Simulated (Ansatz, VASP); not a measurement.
## SnO: VASP and Ansatz over several settings

```xyz
4
Lattice="3.7881 0.0000 0.0000 0.0000 3.7881 0.0000 0.0000 0.0000 4.8541" Properties=species:S:1:pos:R:3 pbc="T T T"
Sn    1.8940    0.0000    3.7116
Sn    0.0000    1.8940    1.1425
O     0.0000    0.0000    0.0000
O     1.8940    1.8940    0.0000
```

Single points on this cell with VASP 6.6.1 and Ansatz 0.2.0. Each row is one pair of runs. Alike in all rows: spin: off; k mesh: 7 × 7 × 6; smearing: fermi-dirac, width 0.05 eV.

```tsv
level	VASP's potentials, cutoff	Ansatz's potentials, cutoff	gap on the k mesh at the Fermi level (eV), VASP	gap on the k mesh at the Fermi level (eV), Ansatz	least direct gap on the mesh (eV), VASP	least direct gap on the mesh (eV), Ansatz	pressure (GPa), VASP	pressure (GPa), Ansatz
revPBE+D4	VASP PAW PBE potentials, release 64 (Sn_d, O), 600 eV	Ansatz PAW, 420 eV	0.30	0.29	2.08	2.12	3.8	3.6
PBE+D4	VASP PAW PBE potentials, release 64 (Sn_d, O), 520 eV	Ansatz PAW, 420 eV	0.31	0.30	2.04	2.08	3.6	3.4
LDA	VASP PAW LDA potentials, release 64 (Sn_d, O), 520 eV	Ansatz PAW, 420 eV	0.38	0.39	1.96	2.01	-1.1	-1.4
r2SCAN	VASP PAW PBE potentials, release 64 (Sn_d, O), 520 eV	Ansatz PAW, 500 eV	0.42	0.41	2.36	2.40	2.2	1.6
```

Gap on the k mesh at the fermi level (eV): the two programs differ by at most 0.014; least direct gap on the mesh (eV): the two programs differ by at most 0.049; pressure (GPa): the two programs differ by at most 0.62.

Noted on Ansatz's runs: odd divisions of the mesh miss points on the zone boundary, where band edges often lie, so the gap on the mesh can be too wide.
